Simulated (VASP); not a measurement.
# ZnS (P6_3mc) in VASP: further runs, part 3 of 3

VASP 6.6.1. Earlier steps stand in the parts before.

## Step 5: Single point, PBE

This run uses another cell than the first one, of the same volume but with other edges.

The input, INCAR:

```
PREC     = Accurate       # precision mode
ENCUT    = 520            # plane-wave cutoff, eV
EDIFF    = 1E-6           # SCF threshold, eV
ISMEAR   = 0              # smearing method
SIGMA    = 0.05           # smearing width, eV
LREAL    = F              # projectors in reciprocal space
LASPH    = T              # aspherical terms in the spheres
NELM     = 80             # most SCF steps
ALGO     = Normal         # electronic algorithm
ISIF     = 2              # what is computed and relaxed
LWAVE    = F              # write WAVECAR
LCHARG   = T              # write CHGCAR
GGA      = PE             # functional
LELF     = T              # ELF
LVHAR    = T            
NBANDS   = 26             # bands
```

The input, KPOINTS:

```
regular mesh
0
Gamma
  12 12 6
```

The input, POSCAR:

```
ZnS
1.0
    4.1424317477      0.0000000000      0.0000000000
   -2.0712158738      3.5874511270      0.0000000000
    0.0000000000      0.0000000000      5.4337715215
Zn S
2 2
Direct
    0.3333333333      0.6666666667      0.0052197899
    0.6666666667      0.3333333333      0.5052197899
    0.3333333333      0.6666666667      0.3797802101
    0.6666666667      0.3333333333      0.8797802101
```

Potentials or basis: VASP PAW PBE potentials, release 64 (Zn, S).

Launch:

```bash
$ cat potpaw_PBE.64/Zn/POTCAR potpaw_PBE.64/S/POTCAR > POTCAR
$ mpirun -np 1 vasp_std > vasp.out
```

OUTCAR:

```text
PREC = Accurate
   ENCUT = 520
   EDIFF = 1E-6
   ISMEAR = 0
   LREAL = F
   LASPH = T
   NELM = 80
   ISIF = 2
   GGA = PE

 ion  position               nearest neighbor table
   1  0.333  0.667  0.005-   3 2.04   4 2.49   4 2.49   4 2.49
   2  0.667  0.333  0.505-   4 2.04   3 2.49   3 2.49   3 2.49
   3  0.333  0.667  0.380-   1 2.04   2 2.49   2 2.49   2 2.49
   4  0.667  0.333  0.880-   2 2.04   1 2.49   1 2.49   1 2.49

  LATTYP: Found a hexagonal cell.
 ALAT       =     4.1424317477
 C/A-ratio  =     1.3117347134

  Lattice vectors:

 A1 = (   4.1424317477,   0.0000000000,   0.0000000000)
 A2 = (  -2.0712158738,   3.5874511270,   0.0000000000)
 A3 = (   0.0000000000,   0.0000000000,   5.4337715215)

Analysis of symmetry for initial positions (statically):
=====================================================================
 Subroutine PRICEL returns:
 Original cell was already a primitive cell.

 Routine SETGRP: Setting up the symmetry group for a
 hexagonal supercell.

 Subroutine GETGRP returns: Found 12 space group operations
 (whereof  6 operations were pure point group operations)
 out of a pool of 24 trial point group operations.

The static configuration has the point symmetry C_3v.
 The point group associated with its full space group is C_6v.

Analysis of symmetry for dynamics (positions and initial velocities):
=====================================================================
 Subroutine PRICEL returns:
 Original cell was already a primitive cell.

 Routine SETGRP: Setting up the symmetry group for a
 hexagonal supercell.

 Subroutine GETGRP returns: Found 12 space group operations
 (whereof  6 operations were pure point group operations)
 out of a pool of 24 trial point group operations.

The dynamic configuration has the point symmetry C_3v.
 The point group associated with its full space group is C_6v.

 Subroutine INISYM returns: Found 12 space group operations
 (whereof  6 operations are pure point group operations),
 and found     1 'primitive' translations

----------------------------------------------------------------------------------------

                                     Primitive cell

  volume of cell :      80.7500

  direct lattice vectors                    reciprocal lattice vectors
     4.142431748  0.000000000  0.000000000     0.241404098  0.139374721  0.000000000
    -2.071215874  3.587451127  0.000000000     0.000000000  0.278749442  0.000000000
     0.000000000  0.000000000  5.433771521     0.000000000  0.000000000  0.184034238

  length of vectors
     4.142431748  4.142431748  5.433771521     0.278749442  0.278749442  0.184034238

  position of ions in fractional coordinates (direct lattice)
     0.333333333  0.666666667  0.005219790
     0.666666667  0.333333333  0.505219790
     0.333333333  0.666666667  0.379780210
     0.666666667  0.333333333  0.879780210

  ion indices of the primitive-cell ions
   primitive index   ion index
                 1           1
                 2           2
                 3           3
                 4           4

----------------------------------------------------------------------------------------

 KPOINTS: regular mesh

Automatic generation of k-mesh.
 Grid dimensions read from file:
 generate k-points for:   12   12    6

 Generating k-lattice:

  Cartesian coordinates                     Fractional coordinates (reciprocal lattice)
     0.020117008  0.011614560  0.000000000     0.083333333 -0.000000000  0.000000000
     0.000000000  0.023229120  0.000000000     0.000000000  0.083333333  0.000000000
     0.000000000  0.000000000  0.030672373     0.000000000  0.000000000  0.166666667

  Length of vectors
     0.023229120  0.023229120  0.030672373

  Shift w.r.t. Gamma in fractional coordinates (k-lattice)
     0.000000000  0.000000000  0.000000000

 Subroutine IBZKPT returns following result:
 ===========================================

 Found     76 irreducible k-points:

 Following reciprocal coordinates:
            Coordinates               Weight
  0.000000  0.000000  0.000000      1.000000
  0.083333  0.000000  0.000000      6.000000
  0.166667  0.000000  0.000000      6.000000
  0.250000  0.000000  0.000000      6.000000
  0.333333  0.000000  0.000000      6.000000
  0.416667  0.000000  0.000000      6.000000
[... 16 lines left out ...]
  0.250000  0.000000  0.166667     12.000000
  0.333333  0.000000  0.166667     12.000000
 [... further k-points ...]
   k-points           NKPTS =     76   k-points in BZ     NKDIM =     76   number of bands    NBANDS=     26
   number of dos      NEDOS =    301   number of ions     NIONS =      4
   total plane-waves  NPLWV =  40960
   dimension x,y,z NGX =    32 NGY =   32 NGZ =   40
   dimension x,y,z NGXF=    64 NGYF=   64 NGZF=   80
   ions per type =               2   2
   NGX,Y,Z   is equivalent  to a cutoff of  12.84, 12.84, 12.24 a.u.
   NGXF,Y,Z  is equivalent  to a cutoff of  25.68, 25.68, 24.48 a.u.
 SYSTEM =  unknown system
   PREC   = accura    normal or accurate (medium, high low for compatibility)
   ISTART =      0    job   : 0-new  1-cont  2-samecut
   ICHARG =      2    charge: 1-file 2-atom 10-const
   ISPIN  =      1    spin polarized calculation?
   LNONCOLLINEAR =      F non collinear calculations
   LSORBIT =      F    spin-orbit coupling
   LASPH  =      T    aspherical Exc in radial PAW
   ENCUT  =  520.0 eV  38.22 Ry    6.18 a.u.   7.70  7.70 10.10*2*pi/ulx,y,z
   NELM   =     80;   NELMIN=  2; NELMDL= -5     # of ELM steps
   EDIFF  = 0.1E-05   stopping-criterion for ELM
   LREAL  =      F    real-space projection
   EDIFFG = 0.1E-04   stopping-criterion for IOM
   NSW    =      0    number of steps for IOM
   IBRION =     -1    ionic relax: 0-MD 1-quasi-New 2-CG
   NFREE  =      0    steps in history (QN), initial steepest desc. (CG)
   ISIF   =      2    stress and relaxation
   ISYM   =      2    0-nonsym 1-usesym 2-fastsym
   POTIM  = 0.5000    time-step for ionic-motion
   TEBEG  =    0.0;   TEEND  =   0.0 temperature during run
   PSTRESS=    0.0 pullay stress
   NELECT =      36.0000    total number of electrons
   NUPDOWN=      -1.0000    fix difference up-down
   EMIN   =  10.00;   EMAX   =-10.00  energy-range for DOS
   EFERMI =   0.00;   METHOD = LEGACY
   ISMEAR =     0;   SIGMA  =   0.05  broadening in eV -4-tet -1-fermi 0-gaus
   EFERMI_NEDOS =   21; number of points for ismear=-14 and -15
   IALGO  =     38    algorithm
   IMIX   =      4    mixing-type and parameters
     AMIX     =   0.40;   BMIX     =  1.00
     AMIX_MAG =   1.60;   BMIX_MAG =  1.00
  volume/ion in A,a.u.               =      20.19       136.23
  Fermi-wavevector in a.u.,A,eV,Ry     =   1.250628  2.363344 21.280464  1.564070
  Thomas-Fermi vector in A             =   2.384613
   LORBIT       =      0    0 simple, 1 ext, 2 COOP (PROOUT), +10 PAW based schemes
   GGA     = PE    functional components
   LHFCALC =     F    Hartree Fock is set to
   AEXX    =    0.0000 exact exchange contribution
   IVDW    =     0    specifies the selected vdW correction
   LEPSILON=     F    determine dielectric tensor
   LRPA    =     F    only Hartree local field effects (RPA)
 non-spin polarized calculation
 Gauss-broadening in eV      SIGMA  =   0.05
  energy-cutoff  :      520.00
  volume of cell :       80.75
 maximum number of plane-waves:      2216
 NGX is ok and might be reduce to    32

 number of electron      36.0000005 magnetization

 Free energy of the ion-electron system (eV)
  ---------------------------------------------------
  ext. energy  EPLUGINS =         0.00000000
  ---------------------------------------------------
  free energy    TOTEN  =       -12.34605298 eV

  energy without entropy =      -12.34605298  energy(sigma->0) =      -12.34605298

 E-fermi :   2.1203     XC(G=0):  -9.4726

 val. band max:        1.8703055872   @ k =   0.0000   0.0000   0.0000
 cond. band min:       3.5566042372   @ k =   0.0000   0.0000   0.0000
 fundamental gap:      1.6862986500
 Fermi energy:         2.1203317903

 k-point     1 :       0.0000    0.0000    0.0000
  band No.  band energies     occupation
      1     -11.2578      2.00000
      2      -9.9181      2.00000
      3      -4.6482      2.00000
      4      -4.4468      2.00000
      5      -4.4468      2.00000
      6      -4.2548      2.00000
[... 18 lines left out ...]
     25      11.0538      0.00000
     26      11.0539      0.00000
[... 644 lines left out ...]
      4      -4.4316      2.00000
      5      -4.4270      2.00000
      6      -4.3500      2.00000
[... 18 lines left out ...]
     25      11.4013      0.00000
     26      11.7714      0.00000

 [... further k-points ...]
[... 5 lines left out ...]
  --------------------------------------------------------------------------------------
  -------------------------------------------------------------------------------------
  Total       -2.9518184     -2.9518184     17.0156389     -0.0000000      0.0000000      0.0000000
  in kB      -58.5676080    -58.5676080    337.6106327     -0.0000000      0.0000000      0.0000000
  external PRESSURE =      73.4918055 kB  Pullay stress =       0.0000000 kB

 VOLUME and BASIS-vectors are now :
 -----------------------------------------------------------------------------
  energy-cutoff  :      520.00
  volume of cell :       80.75
      direct lattice vectors                 reciprocal lattice vectors
     4.142431748  0.000000000  0.000000000     0.241404098  0.139374721  0.000000000
    -2.071215874  3.587451127  0.000000000     0.000000000  0.278749442  0.000000000
     0.000000000  0.000000000  5.433771521     0.000000000  0.000000000  0.184034238

 POSITION                                       TOTAL-FORCE (eV/Angst)
 -----------------------------------------------------------------------------------
     -0.00000      2.39163      0.02836         0.000000      0.000000     -3.170631
      2.07122      1.19582      2.74525        -0.000000     -0.000000     -3.170631
     -0.00000      2.39163      2.06364         0.000000     -0.000000      3.170631
      2.07122      1.19582      4.78052         0.000000      0.000000      3.170631
 -----------------------------------------------------------------------------------
    total drift:                               -0.000001     -0.000001      0.000363

  FREE ENERGIE OF THE ION-ELECTRON SYSTEM (eV)
  ---------------------------------------------------
  free  energy   TOTEN  =       -12.3460529812 eV

  energy  without entropy=      -12.3460529812  energy(sigma->0) =      -12.34605298
```

It took 65 s on 1 thread of Intel Xeon 6975P-C (Granite Rapids), shared host; peak memory 0.27 GiB.

What came out:

| Property | Result |
| --- | --- |
| Free energy | -12.3461 eV |
| Pressure | 7.3 GPa |
| Largest force | 3.171 eV/Å |
| Band gap on the k mesh | 1.69 eV, direct |

Forces in eV/Å, atoms in the order of the input:
```
Zn   0.000  0.000 -3.171
Zn   0.000  0.000 -3.171
S    0.000  0.000  3.171
S    0.000  0.000  3.171
```

Caveat: forces of over 1 eV/Å act on the atoms, so gaps and moduli don't describe the material at rest. A k mesh can miss the band edges.

## Step 6: The runs side by side

```tsv
cell	gap on the mesh (eV)	pressure (GPa)	largest force (eV/Å)
a = 3.725, b = 3.725, c = 6.719 Å, angles 90.0, 90.0, 120.0°, 4 atoms	1.76	1.1	0.34
a = 3.898, b = 3.898, c = 6.136 Å, angles 90.0, 90.0, 120.0°, 4 atoms	2.11	0.4	0.28
a = 3.783, b = 3.783, c = 6.514 Å, angles 90.0, 90.0, 120.0°, 4 atoms	1.95	0.4	0.22
a = 4.142, b = 4.142, c = 5.434 Å, angles 90.0, 90.0, 120.0°, 4 atoms	1.69	7.3	3.17
```

Alike in all rows: task single point; level PBE; potentials or basis VASP PAW PBE potentials, release 64 (Zn, S); no spin polarisation; k mesh 12 × 12 × 6; cutoff (eV) 520; smearing gaussian 0.05 eV.

Caveats: forces of over 1 eV/Å act on the atoms, so gaps and moduli don't describe the material at rest (some runs).

Absolute energies hang on the potentials; compare differences alone.
